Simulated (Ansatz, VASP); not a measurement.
ZnAu in VASP and in Ansatz

```xyz
2
Lattice="3.1501 0.0000 0.0000 0.0000 3.1501 0.0000 0.0000 0.0000 3.1501" Properties=species:S:1:pos:R:3 pbc="T T T"
Zn    1.5750    1.5750    1.5750
Au    0.0000    0.0000    0.0000
```

Alike in both runs: task single point; functional PBE; k mesh 6 × 6 × 6; no spin polarisation.

|  | VASP | Ansatz |
| --- | --- | --- |
| version | VASP 6.6.1 | Ansatz 0.2.0 |
| potentials or method | VASP PAW PBE potentials, release 64 (Zn, Au), cutoff 520 eV | scalar-relativistic, plane waves, PAW |
| occupations | methfessel-paxton of order 1, width 0.0037 eV | cold, width 0.0037 eV |
| valence electrons in the cell | 23 | 31 |

Ansatz gave:

```
gap on the k mesh at the Fermi level (eV) : none
pressure (GPa)                            : 4.9
```

Q: What did VASP give for the same quantities?

A: gap on the k mesh at the Fermi level (eV): none; pressure (GPa): 5.0.

A gap of «none» marks a metal or a gap that the smearing closes. VASP's potentials hold 23 valence electrons a cell and Ansatz's 31, so a difference there can come from the potentials and not from the codes.

Neither program's run includes spin-orbit coupling.
